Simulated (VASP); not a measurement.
# Ba8HO8 (a cell with a defect) in VASP: notebook

The runs below take Ba8HO8 (a cell with a defect) through single point, with PBE.

All numbers are computed with VASP 6.6.1; they aren't measurements. Logs are shortened: lines on timing, memory, paths and dates and some standing lists are left out, and cuts for length are marked.

## Step 1: The cell of the first run

The cell holds a defect, 17 atoms: a = 7.883 Å, b = 7.883 Å, c = 7.883 Å, α = 60.00°, β = 60.00°, γ = 60.00°.

## Step 2: Single point, PBE, collinear spin (with an interstitial atom, then relaxed in part)

Contents of INCAR:

```
PREC = Accurate
ENCUT = 520
EDIFF = 1E-6
ISMEAR = 0
SIGMA = 0.02
LREAL = Auto
LASPH = T
NELM = 150
ALGO = Normal
ISIF = 2
LWAVE = F
LCHARG = F
ISPIN = 2
MAGMOM = 0 0 0 0 0 0 0 0 0 0 0 0 0 0 0 0 1
LORBIT = 11
GGA = PE
NBANDS = 82
```

Contents of KPOINTS:

```
regular mesh
0
Gamma
  2 2 2
```

Contents of POSCAR:

```
Ba8HO8
1.0
    5.5739975432      0.0000000000     -5.5739975432
    0.0000000000      5.5739975432     -5.5739975432
    5.5739975432      5.5739975432      0.0000000000
Ba O H
8 8 1
Direct
    0.5005454307      0.0009415432     -0.0004499959
    0.4967414717      0.0018219139      0.5010193199
    0.5005260558      0.5003091540     -0.0004683885
    0.5005339643      0.5003165750      0.5001980095
    1.0021295739      0.0019041658     -0.0045383667
    1.0021601501      0.0019345340      0.5011357026
    1.0011452162      0.5003323562     -0.0004452743
    1.0020743060      0.4964337123      0.5010468015
    0.2511361139      0.2509380101      0.7501795080
    0.2511520017      0.2509535922      0.2482905123
    0.2511828124      0.7489624863      0.7502228190
    0.2599104579      0.7473858328      0.2466420984
    0.7491203354      0.2509980138      0.7502364209
    0.7475605168      0.2597626476      0.2466280883
    0.7475290715      0.7473400228      0.7591069575
    0.7475143665      0.7473261444      0.2465892931
    0.8760299466      0.8756533179      0.3745423616
```

Potentials or basis: VASP PAW PBE potentials, release 64 (Ba_sv, O, H).

The run is started by

```bash
$ cat potpaw_PBE.64/Ba_sv/POTCAR potpaw_PBE.64/O/POTCAR potpaw_PBE.64/H/POTCAR > POTCAR
$ mpirun -np 1 vasp_std > vasp.out
```

OUTCAR:

```text
PREC = Accurate
   ENCUT = 520
   EDIFF = 1E-6
   ISMEAR = 0
   LREAL = Auto
   LASPH = T
   NELM = 150
   ISIF = 2
   ISPIN = 2
   LORBIT = 11
   GGA = PE

 ion  position               nearest neighbor table
   1  0.501  0.001  1.000-  16 2.75  15 2.75  12 2.76  13 2.78  10 2.78   9 2.78   3 3.94   4 3.94
                             7 3.94   5 3.94   6 3.94   2 3.94   2 3.94   6 3.94   5 3.94   7 3.95
   2  0.497  0.002  0.501-  17 2.44   9 2.78  10 2.78  11 2.78  14 2.84  15 2.84  16 2.84   6 3.90
                             5 3.90   8 3.90   4 3.94   3 3.94   1 3.94   1 3.94   3 3.94   4 3.94
   3  0.501  0.500  1.000-  15 2.75  14 2.75  12 2.76  13 2.78  11 2.78  10 2.78   4 3.94   1 3.94
                             7 3.94   8 3.94   2 3.94   5 3.94   5 3.94   2 3.94   8 3.94   7 3.95
   4  0.501  0.500  0.500-  16 2.75  14 2.75  12 2.76  13 2.78  11 2.78   9 2.78   3 3.94   1 3.94
                             7 3.94   8 3.94   2 3.94   6 3.94   6 3.94   2 3.94   8 3.94   7 3.95
   5  0.002  0.002  0.995-  17 2.44   9 2.78  11 2.78  13 2.78  12 2.84  14 2.84  16 2.84   6 3.90
                             8 3.90   2 3.90   1 3.94   7 3.94   3 3.94   3 3.94   7 3.94   1 3.94
   6  0.002  0.002  0.501-  17 2.44  10 2.78  11 2.78  13 2.78  12 2.84  14 2.84  15 2.84   5 3.90
                             8 3.90   2 3.90   1 3.94   7 3.94   4 3.94   4 3.94   7 3.94   1 3.94
   7  0.001  0.500  1.000-  16 2.75  15 2.75  14 2.75  11 2.78  10 2.78   9 2.78   3 3.94   4 3.94
                             1 3.94   5 3.94   6 3.94   8 3.94   8 3.94   6 3.94   5 3.94   1 3.95
   8  0.002  0.496  0.501-  17 2.44   9 2.78  10 2.78  13 2.78  12 2.84  15 2.84  16 2.84   6 3.90
                             5 3.90   2 3.90   4 3.94   3 3.94   7 3.94   7 3.94   3 3.94   4 3.94
   9  0.251  0.251  0.750-   5 2.78   8 2.78   2 2.78   7 2.78   4 2.78   1 2.78
  10  0.251  0.251  0.248-   6 2.78   8 2.78   2 2.78   3 2.78   7 2.78   1 2.78
  11  0.251  0.749  0.750-   6 2.78   5 2.78   2 2.78   3 2.78   7 2.78   4 2.78
  12  0.260  0.747  0.247-   4 2.76   3 2.76   1 2.76   8 2.84   5 2.84   6 2.84
  13  0.749  0.251  0.750-   6 2.78   5 2.78   8 2.78   3 2.78   4 2.78   1 2.78
  14  0.748  0.260  0.247-   4 2.75   3 2.75   7 2.75   2 2.84   5 2.84   6 2.84
  15  0.748  0.747  0.759-   3 2.75   1 2.75   7 2.75   2 2.84   8 2.84   6 2.84
  16  0.748  0.747  0.247-   4 2.75   1 2.75   7 2.75   2 2.84   8 2.84   5 2.84
  17  0.876  0.876  0.375-   6 2.44   5 2.44   8 2.44   2 2.44

  LATTYP: Found a face centered cubic cell.
 ALAT       =    11.1479950864

  Lattice vectors:

 A1 = (   5.5739975432,   0.0000000000,  -5.5739975432)
 A2 = (   0.0000000000,   5.5739975432,  -5.5739975432)
 A3 = (   5.5739975432,   5.5739975432,   0.0000000000)

Analysis of symmetry for initial positions (statically):
=====================================================================
 Subroutine PRICEL returns:
 Original cell was already a primitive cell.

 Routine SETGRP: Setting up the symmetry group for a
 face centered cubic supercell.

 Subroutine GETGRP returns: Found  1 space group operations
 (whereof  1 operations were pure point group operations)
 out of a pool of 48 trial point group operations.

The static configuration has the point symmetry C_1 .

Analysis of symmetry for dynamics (positions and initial velocities):
=====================================================================
 Subroutine PRICEL returns:
 Original cell was already a primitive cell.

 Routine SETGRP: Setting up the symmetry group for a
 face centered cubic supercell.

 Subroutine GETGRP returns: Found  1 space group operations
 (whereof  1 operations were pure point group operations)
 out of a pool of 48 trial point group operations.

The dynamic configuration has the point symmetry C_1 .

Analysis of structural, dynamic, and magnetic symmetry:
=====================================================================
 Subroutine PRICEL returns:
 Original cell was already a primitive cell.

 Routine SETGRP: Setting up the symmetry group for a
 face centered cubic supercell.

 Subroutine GETGRP returns: Found  1 space group operations
 (whereof  1 operations were pure point group operations)
 out of a pool of 48 trial point group operations.

The overall configuration has the point symmetry C_1 .

 Subroutine INISYM returns: Found  1 space group operations
 (whereof  1 operations are pure point group operations),
 and found     1 'primitive' translations

----------------------------------------------------------------------------------------
[... 99 lines left out ...]
   ICHARG =      2    charge: 1-file 2-atom 10-const
   ISPIN  =      2    spin polarized calculation?
   LNONCOLLINEAR =      F non collinear calculations
   LSORBIT =      F    spin-orbit coupling
   LASPH  =      T    aspherical Exc in radial PAW
   ENCUT  =  520.0 eV  38.22 Ry    6.18 a.u.  14.66 14.66 14.66*2*pi/ulx,y,z
   NELM   =    150;   NELMIN=  2; NELMDL= -5     # of ELM steps
   EDIFF  = 0.1E-05   stopping-criterion for ELM
   LREAL  =      T    real-space projection
   EDIFFG = 0.1E-04   stopping-criterion for IOM
   NSW    =      0    number of steps for IOM
   IBRION =     -1    ionic relax: 0-MD 1-quasi-New 2-CG
   NFREE  =      0    steps in history (QN), initial steepest desc. (CG)
   ISIF   =      2    stress and relaxation
   ISYM   =      2    0-nonsym 1-usesym 2-fastsym
   POTIM  = 0.5000    time-step for ionic-motion
   TEBEG  =    0.0;   TEEND  =   0.0 temperature during run
   PSTRESS=    0.0 pullay stress
   NELECT =     129.0000    total number of electrons
   NUPDOWN=      -1.0000    fix difference up-down
   EMIN   =  10.00;   EMAX   =-10.00  energy-range for DOS
   EFERMI =   0.00;   METHOD = LEGACY
   ISMEAR =     0;   SIGMA  =   0.02  broadening in eV -4-tet -1-fermi 0-gaus
   EFERMI_NEDOS =   21; number of points for ismear=-14 and -15
   IALGO  =     38    algorithm
   IMIX   =      4    mixing-type and parameters
     AMIX     =   0.40;   BMIX     =  1.00
     AMIX_MAG =   1.60;   BMIX_MAG =  1.00
  volume/ion in A,a.u.               =      20.37       137.49
  Fermi-wavevector in a.u.,A,eV,Ry     =   1.177863  2.225838 18.876183  1.387360
  Thomas-Fermi vector in A             =   2.314202
   LORBIT       =     11    0 simple, 1 ext, 2 COOP (PROOUT), +10 PAW based schemes
   GGA     = PE    functional components
   LHFCALC =     F    Hartree Fock is set to
   AEXX    =    0.0000 exact exchange contribution
   IVDW    =     0    specifies the selected vdW correction
   LEPSILON=     F    determine dielectric tensor
   LRPA    =     F    only Hartree local field effects (RPA)
 spin polarized calculation
 Gauss-broadening in eV      SIGMA  =   0.02
  energy-cutoff  :      520.00
  volume of cell :      346.36
 maximum number of plane-waves:      9377
 NGX is ok and might be reduce to    60
   NGX = 29   NGY = 29   NGZ = 29

 number of electron     129.0000002 magnetization       1.0000000

 Free energy of the ion-electron system (eV)
  ---------------------------------------------------
  ext. energy  EPLUGINS =         0.00000000
  ---------------------------------------------------
  free energy    TOTEN  =       -95.59470283 eV

  energy without entropy =      -95.59470283  energy(sigma->0) =      -95.59470283

 E-fermi :   1.9364     XC(G=0):  -9.5942

 val. band max:        1.8382261371   @ k =   0.5000   0.5000   0.0000
 cond. band min:       2.0546546357   @ k =   0.0000   0.0000   0.0000
 fundamental gap:      0.2164284986
 Fermi energy:         1.9363902904

 spin component 1

 k-point     1 :       0.0000    0.0000    0.0000
  band No.  band energies     occupation
      1     -24.1131      1.00000
      2     -23.8740      1.00000
      3     -23.8704      1.00000
      4     -23.8701      1.00000
      5     -23.8698      1.00000
      6     -23.8070      1.00000
[... 621 lines left out ...]
     75       6.8140      0.00000
     76       6.8469      0.00000
 Fermi energy:         1.9363902904

 spin component 2

 k-point     1 :       0.0000    0.0000    0.0000
  band No.  band energies     occupation
      1     -24.1096      1.00000
      2     -23.8710      1.00000
      3     -23.8685      1.00000
      4     -23.8682      1.00000
      5     -23.8679      1.00000
      6     -23.8050      1.00000
[... 621 lines left out ...]
     75       6.8264      0.00000
     76       6.8720      0.00000
 [bands above 76 left out]

------------------------ aborting loop because EDIFF is reached ----------------------------------------

  FORCE on cell =-STRESS in cart. coord.  units (eV):
  Direction    XX          YY          ZZ          XY          YZ          ZX
  --------------------------------------------------------------------------------------
  -------------------------------------------------------------------------------------
  Total        5.4545020      5.4535267      5.4540055      0.0094462     -0.0024731     -0.0004056
  in kB       25.2310528     25.2265413     25.2287561      0.0436954     -0.0114397     -0.0018764
  external PRESSURE =      25.2287834 kB  Pullay stress =       0.0000000 kB

 VOLUME and BASIS-vectors are now :
 -----------------------------------------------------------------------------
  energy-cutoff  :      520.00
  volume of cell :      346.36
      direct lattice vectors                 reciprocal lattice vectors
     5.573997543  0.000000000 -5.573997543     0.089702228 -0.089702228 -0.089702228
     0.000000000  5.573997543 -5.573997543    -0.089702228  0.089702228 -0.089702228
     5.573997543  5.573997543  0.000000000     0.089702228  0.089702228  0.089702228

 POSITION                                       TOTAL-FORCE (eV/Angst)
 -----------------------------------------------------------------------------------
      8.36153      5.57674     -2.79529        -0.008156      0.008068     -0.006987
      5.56152      2.80284     -2.77899        -0.006920      0.006749      0.007694
      8.36132      8.36011     -5.57865        -0.007810     -0.007357      0.008217
      5.57808      5.57687     -5.57874         0.007513      0.008004      0.008509
      5.56057      5.55931     -0.02248        -0.006861     -0.006325     -0.006063
      2.80537      2.80411     -0.02282         0.006090      0.006544     -0.005892
[... 9 lines left out ...]
      5.54113      5.54008     -8.33224         0.011998      0.012846     -0.012532
      6.97069      6.96859     -9.76388        -0.000512      0.000136      0.001783
 -----------------------------------------------------------------------------------
    total drift:                                0.002752     -0.003904     -0.010574

  FREE ENERGIE OF THE ION-ELECTRON SYSTEM (eV)
  ---------------------------------------------------
  free  energy   TOTEN  =       -95.5947028315 eV

  energy  without entropy=      -95.5947028315  energy(sigma->0) =      -95.59470283

 total charge

# of ion       s       p       d       tot
------------------------------------------
    1        2.016   5.625   0.338   7.978
    2        2.016   5.624   0.342   7.981
    3        2.016   5.625   0.338   7.978
    4        2.016   5.625   0.338   7.978
    5        2.016   5.624   0.342   7.981
    6        2.016   5.624   0.342   7.981
[... 9 lines left out ...]
   16        1.562   3.355   0.000   4.917
   17        0.494   0.005   0.000   0.499
--------------------------------------------------
tot         29.103  71.921   2.717 103.741

 magnetization (x)

# of ion       s       p       d       tot
------------------------------------------
    1        0.000   0.002   0.001   0.003
    2       -0.000   0.001   0.005   0.006
    3        0.000   0.002   0.001   0.003
    4        0.000   0.002   0.001   0.003
    5       -0.000   0.001   0.005   0.006
    6       -0.000   0.001   0.005   0.006
[... 9 lines left out ...]
   16        0.002   0.105   0.000   0.107
   17        0.187   0.000   0.000   0.188
--------------------------------------------------
tot          0.195   0.471   0.027   0.693
```

It took 12 min on 1 thread of Intel Xeon Platinum 8488C (Sapphire Rapids), shared host; peak memory 0.81 GiB.

Results:

```
Free energy                                           : -95.5947 eV
Pressure                                              : 2.5 GPa
Largest force                                         : 0.022 eV/Å
Band gap on the k mesh                                : 0.22 eV
Net moment                                            : 1.00 μB per cell
Site moments                                          : Ba +0.00, +0.01 (each value once); O +0.01, +0.11 (each value once); H +0.19 μB
Valence electrons inside the program's atomic spheres : Ba 7.98; O 4.93, 4.92 (each value once); H 0.50
```

Forces on the atoms (eV/Å):
```
Ba  -0.008  0.008 -0.007
Ba  -0.007  0.007  0.008
Ba  -0.008 -0.007  0.008
Ba   0.008  0.008  0.009
Ba  -0.007 -0.006 -0.006
Ba   0.006  0.007 -0.006
Ba   0.008 -0.008 -0.007
Ba   0.006 -0.007  0.008
O    0.007  0.007 -0.007
O   -0.006 -0.005 -0.007
O    0.004 -0.004  0.004
O   -0.012  0.012  0.012
O   -0.002  0.000  0.004
O    0.011 -0.011  0.011
O   -0.011 -0.012 -0.013
O    0.012  0.013 -0.013
H   -0.001  0.000  0.002
```

Caveat: the k points lie up to 0.49 Å⁻¹ apart; the cell differs from its parent crystal (with an interstitial atom, then relaxed in part); spin-orbit coupling is left out, which moves the levels of the heavy elements.

(Part 1 of 2 ends here.)
